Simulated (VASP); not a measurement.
Set up this calculation in VASP 6.6.1, as the native input.

| Property | Result |
| --- | --- |
| Task | single point |
| Functional | PBEsol |
| Potentials or basis | VASP PAW PBE potentials, release 64 (S) |
| Cutoff | 520 eV |
| k mesh | 17 × 17 × 9 |
| Occupations | fermi-dirac, width 0.1 eV |
| Spin | no spin polarisation |
| Dipole correction | no |
| Further INCAR settings | ALGO = Normal; EDIFF = 1e-07; NBANDS = 13 |

The structure of S lies in POSCAR:

```
S
1.0
    2.6994011382      0.0000000000      0.0000000000
   -1.3497005691      2.3377499607      0.0000000000
    0.0000000000      0.0000000000      3.3881430768
S
2
Direct
    0.3333333333      0.6666666667      0.2500000000
    0.6666666667      0.3333333333      0.7500000000
```

This isn't the form of S at room conditions, which is orthorhombic, of S8 rings.

These files were run (other wordings do the same):

INCAR

```
SYSTEM = S
  PREC = Accurate
  ENCUT = 520
  EDIFF = 1E-7
  ISMEAR = -1
  SIGMA = 0.1
  LREAL = .FALSE.
  LASPH = .TRUE.
  NELM = 100
  ALGO = Normal
  ISIF = 2
  LWAVE = .FALSE.
  LCHARG = .TRUE.
  GGA = PS
  LELF = .TRUE.
  LVHAR = .TRUE.
  NBANDS = 13
```

KPOINTS

```
Automatic mesh
0
G
  17 17 9
  0 0 0
```

Potentials or basis: VASP PAW PBE potentials, release 64 (S).

Run with:

```sh
$ cat potpaw_PBE.64/S/POTCAR > POTCAR
$ mpirun -np 1 vasp_std > vasp.out
```

It gave:

```
Pressure               : 68.8 GPa
Band gap on the k mesh : zero (bands 6 and 7 overlap by 5.59 eV)
```

Caveat: the cell stands under pressure; the PAW data sets were made with another functional, which shifts forces and pressure a little.

It took 39 s on 1 thread of AMD EPYC 7R13, on a shared host, peak memory 0.12 GiB.
